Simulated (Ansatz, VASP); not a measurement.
**One calculation of ZnS, two programs**

```
CELL_PARAMETERS angstrom
3.78145 0.00000 0.00000
-1.89072 3.27483 0.00000
0.00000 0.00000 6.20871
ATOMIC_POSITIONS crystal
Zn 0.33333 0.66667 0.00544
Zn 0.66667 0.33333 0.50544
S 0.33333 0.66667 0.37956
S 0.66667 0.33333 0.87956
```

Alike in both runs: functional PBEsol; k mesh 9 × 9 × 6; occupations gaussian, width 0.02 eV; no spin polarisation.

Ansatz relaxed the structure, and its values are those at the end. VASP's run is a single point on that final structure, the one shown.

|  | VASP | Ansatz |
| --- | --- | --- |
| version | VASP 6.6.1 | Ansatz 0.2.0 |
| potentials or method | VASP PAW PBE potentials, release 64 (Zn, S), cutoff 520 eV | scalar-relativistic, plane waves, PAW |
| valence electrons in the cell | 36 | 36 |

VASP gave:

```
gap on the k mesh at the Fermi level (eV) : 2.16
least direct gap on the mesh (eV)         : 2.16
pressure (GPa)                            : 0.2
```

Question: Estimate Ansatz's values.

Answer: gap on the k mesh at the Fermi level (eV): 2.16; least direct gap on the mesh (eV): 2.16; pressure (GPa): 0.0.

VASP's potentials were made for PBE, not for PBEsol.
